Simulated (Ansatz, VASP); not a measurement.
Co: VASP beside Ansatz

File INCAR:

```
ALGO = Normal
EDIFF = 1E-6
ENCUT = 520
ISIF = 2
ISMEAR = -1
ISPIN = 2
LASPH = True
LCHARG = True
LELF = True
LMAXMIX = 4
LORBIT = 11
LREAL = False
LVHAR = True
LWAVE = False
MAGMOM = 1.683
NBANDS = 14
NELM = 150
PREC = Accurate
SIGMA = 0.05
```

The input KPOINTS:

```
k-points
0
Gamma
  18 18 18
```

File POSCAR:

```
Co
1.0
   -1.3290687759      1.3290687759      1.3290687759
    1.3290687759     -1.3290687759      1.3290687759
    1.3290687759      1.3290687759     -1.3290687759
Co
1
Direct
    0.0000000000      0.0000000000      0.0000000000
```

Input for Ansatz:

```yaml
crystal:
  lattice:
    - [-1.3290687759, 1.3290687759, 1.3290687759]
    - [1.3290687759, -1.3290687759, 1.3290687759]
    - [1.3290687759, 1.3290687759, -1.3290687759]
  atoms:
    - { symbol: Co, position: [0.0, 0.0, 0.0], spin: 1.683 }
hamiltonian:
  xc: lda
  pseudopotentials:
    kind: paw
    azcp:
      Co: "pseudopotentials/Co.paw.azcp"
basis:
  ecutwfc: 420
  fft_grid_basis: typed
kpoints:
  mp_grid: { grid: [18, 18, 18], shift: [0, 0, 0] }
magnetization:
  spin_polarized: true
scf:
  occupations: { method: fermi_dirac, width: 0.05 }
  lower_state_search: "off"
output:
  stress: true
```

Alike in both runs: task single point; functional LDA; k mesh 18 × 18 × 18; occupations fermi-dirac, width 0.05 eV; collinear spin.

```csv
,VASP,Ansatz
version,VASP 6.6.1,Ansatz 0.2.0
potentials or method,"VASP PAW LDA potentials, release 64 (Co), cutoff 520 eV","plane waves (420 eV) with PAW, scalar-relativistic"
valence electrons in the cell,9,17
```

```csv
,VASP,Ansatz,Ansatz less VASP
pressure (GPa),24.9,26.9,+1.97
net moment per atom (μB),1.57,1.60,+0.039
size of the moment on the site where the two differ most (μB),1.55,1.63,+0.078
```

Ansatz warns that its potentials were made for another functional, while VASP's fit it. LDA's correlation is that of Perdew and Zunger in VASP and of Perdew and Wang (1992) in Ansatz. Site moments also hang on the region over which each program counts them. VASP's potentials hold 9 valence electrons a cell and Ansatz's 17, so a difference there can come from the potentials and not from the codes.
